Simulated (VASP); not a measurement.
Write the native input for VASP 6.6.1 that does the following.

* Task: single point
* Functional: HSE06
* Potentials or basis: VASP PAW PBE potentials, release 64 (Mg, H)
* Cutoff: 520 eV
* k mesh: 4 × 4 × 4
* Occupations: gaussian, width 0.05 eV
* Spin: no spin polarisation
* Dipole correction: no
* Grid for exact exchange (PRECFOCK): Normal
* Further INCAR settings: ALGO = Normal; EDIFF = 1e-06; NBANDS = 9
* Share of exact exchange: 0.25
* Screening parameter: 0.2079 1/Å

Crystal: MgH2.

```xyz
3
Lattice="0.0000 2.3650 2.3650 2.3650 0.0000 2.3650 2.3650 2.3650 0.0000" Properties=species:S:1:pos:R:3 pbc="T T T"
Mg    0.0000    0.0000    0.0000
H     1.1825    1.1825    1.1825
H     3.5474    3.5474    3.5474
```

One way to write it, as run:

POSCAR

```
MgH2
1.0
    0.0000000000      2.3649613280      2.3649613280
    2.3649613280      0.0000000000      2.3649613280
    2.3649613280      2.3649613280      0.0000000000
Mg H
1 2
Direct
    0.0000000000      0.0000000000      0.0000000000
    0.2500000000      0.2500000000      0.2500000000
    0.7500000000      0.7500000000      0.7500000000
```

INCAR.step1

```
SYSTEM = MgH2
ALGO = Normal ; EDIFF = 1E-5
ENCUT = 520 ; GGA = PE
GGA_COMPAT = .False. ; ISIF = 2
ISMEAR = 0 ; LASPH = .True.
LREAL = .False. ; LWAVE = .True.
NBANDS = 9 ; NELM = 120
PREC = Accurate ; SIGMA = 0.05
```

INCAR.step2

```
SYSTEM = MgH2
ALGO = Normal ; EDIFF = 1E-6
ENCUT = 520 ; GGA = PE
GGA_COMPAT = .False. ; HFSCREEN = 0.2079
ISIF = 2 ; ISMEAR = 0
ISTART = 1 ; LASPH = .True.
LCHARG = .True. ; LELF = .True.
LHFCALC = .True. ; LREAL = .False.
LVHAR = .True. ; LWAVE = .False.
NBANDS = 9 ; NELM = 120
PREC = Accurate ; PRECFOCK = Normal
SIGMA = 0.05
```

KPOINTS

```
k-points
0
Gamma
  4 4 4
  0 0 0
```

Potentials or basis: VASP PAW PBE potentials, release 64 (Mg, H).

The run is started by

```console
$ cat potpaw_PBE.64/Mg/POTCAR potpaw_PBE.64/H/POTCAR > POTCAR
$ cp INCAR.step1 INCAR
$ mpirun -np 1 vasp_std > vasp.out
$ cp INCAR.step2 INCAR
$ mpirun -np 1 vasp_std > vasp.out
```

Results of the run:

```json
{
 "Pressure": "-0.4 GPa",
 "Band gap on the k mesh": "zero (bands 2 and 3 overlap by 0.82 eV)"
}
```

Caveat: the k points lie up to 0.58 Å⁻¹ apart, too coarse for converged energies and pressures of a metal; the PAW data sets were made with another functional, which shifts forces and pressure a little.

Wall time 96 s on 1 thread of Intel Xeon 8259CL, on a shared host, peak memory 0.26 GiB.
